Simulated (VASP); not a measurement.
AlNi:

```
CELL_PARAMETERS angstrom
2.88100 0.00000 0.00000
0.00000 2.88100 0.00000
0.00000 0.00000 2.88100
ATOMIC_POSITIONS crystal
Ni 0.50000 0.50000 0.50000
Al 0.00000 0.00000 0.00000
```

```yaml
Program: VASP 6.6.1
Task: relaxation of cell and atoms
Functional: PBEsol
Dispersion: D4
Potentials_or_basis: VASP PAW PBE potentials, release 64 (Ni, Al)
Cutoff: 600 eV
k_mesh: 9 × 9 × 9
Occupations: fermi-dirac, width 0.05 eV
Spin: collinear spin, ferromagnetic start
Starting_moments: "[1.0, 0.0] μB"
```

At the start: pressure -6.3 GPa; volume 11.96 Å³/atom.

How do energy, volume and symmetry change on relaxing?

Over 3 steps the energy falls by 9.1 meV/atom and the volume is 11.51 Å³/atom (-3.7 %); space group Pm-3m (No. 221, to 0.1 Å) before and after; moment 0.00 μB per cell.

The path:
```tsv
step	energy change (eV)	largest force (eV/Å)	pressure (GPa)	volume (Å³)
1	0.0000	0.0000	-6.27	23.91
2	-0.0060	0.0000	5.87	22.33
3	-0.0182	0.0000	-0.03	23.02
```

Final structure:
```
Ni Al
1.0
     2.84471    0.00000    0.00000
     0.00000    2.84471    0.00000
     0.00000    0.00000    2.84471
Ni Al
1 1
Direct
  0.50000 0.50000 0.50000
  0.00000 0.00000 0.00000
```

Caveat: the PAW data sets were made with another functional, which shifts forces and pressure a little.
